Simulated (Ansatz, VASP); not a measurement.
One calculation of La2O3, two programs

```
CELL_PARAMETERS angstrom
6.26678 0.00000 0.00000
-3.13339 5.42719 0.00000
0.00000 0.00000 3.29977
ATOMIC_POSITIONS crystal
La 0.66667 0.33333 0.50000
La 0.33333 0.66667 0.50000
O 0.50801 0.00000 0.00000
O 0.00000 0.50801 0.00000
O 0.49199 0.49199 0.00000
```

Alike in both runs: task relaxation of cell and atoms; functional PBEsol; k mesh 4 × 4 × 6; occupations fermi-dirac, width 0.05 eV; no spin polarisation.

|  | VASP | Ansatz |
| --- | --- | --- |
| version | VASP 6.6.1 | Ansatz 0.2.0 |
| potentials or method | VASP PAW PBE potentials, release 64 (La, O), cutoff 600 eV | all-electron LAPW, scalar-relativistic |

```tsv
	VASP	Ansatz	Ansatz less VASP
relaxed volume (Å³/atom)	22.32	22.38	+0.057
relaxed length of the cell vector where the two differ most in proportion (Å)	6.298	6.303	+0.0059
```

VASP's potentials were made for PBE, not for PBEsol. Ansatz ran all-electron here, and VASP with PAW potentials.

Spin-orbit coupling is off throughout. Noted on Ansatz's run: the k mesh is thin for a metal, which can move the energy by tens of meV per atom.
